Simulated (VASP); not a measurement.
Wanted: the native input for a VASP 6.6.1 run.

```
Task                   : relaxation of cell and atoms
Functional             : PBE
Potentials or basis    : VASP PAW PBE potentials, release 64 (B, N)
Cutoff                 : 600 eV
k mesh                 : 8 × 8 × 8
Occupations            : gaussian, width 0.1 eV
Spin                   : no spin polarisation
Dipole correction      : no
Further INCAR settings : ALGO = Normal; EDIFF = 1e-06; IBRION = 2; EDIFFG = -0.05; NSW = 80; ISIF = 3
```

The structure of BN lies in POSCAR:

```
BN
1.0
    0.0000000000      1.9279096136      1.9279096136
    1.9279096136      0.0000000000      1.9279096136
    1.9279096136      1.9279096136      0.0000000000
B N
1 1
Direct
    0.0000000000      0.0000000000      0.0000000000
    0.7500000000      0.7500000000      0.7500000000
```

The input as run:

INCAR

```
  PREC = Accurate
  ENCUT = 600
  EDIFF = 1E-6
  ISMEAR = 0
  SIGMA = 0.1
  LREAL = F
  LASPH = T
  NELM = 60
  ALGO = Normal
  ISIF = 3
  LWAVE = F
  LCHARG = F
  GGA = PE
  IBRION = 2
  NSW = 80
  EDIFFG = -0.05
```

KPOINTS

```
Automatic mesh
0
Gamma
  8 8 8
```

Potentials or basis: VASP PAW PBE potentials, release 64 (B, N).

The run is started by

```bash
$ cat potpaw_PBE.64/B/POTCAR potpaw_PBE.64/N/POTCAR > POTCAR
$ mpirun -np 1 vasp_std > vasp.out
```

Results of the run:

The relaxed volume is 5.95 Å³/atom. The relaxed cell is a = 2.563 Å, b = 2.563 Å, c = 2.563 Å, α = 60.00°, β = 60.00°, γ = 60.00° and the space group after relaxing (to 0.05 Å) is F-43m (No. 216). The energy gained by relaxing is 215.5 meV/atom, the ionic steps are 4 and the pressure after relaxing is 0.0 GPa. The band gap on the k mesh is 4.45 eV, indirect (least direct gap 8.78 eV).

Caveat: the volume moved by over 15 % at a fixed basis, so the end points are rough.

Wall time 11 s on 1 thread of Intel(R) Xeon(R) 6975P-C (Granite Rapids), with other jobs on the host, peak memory 0.13 GiB.
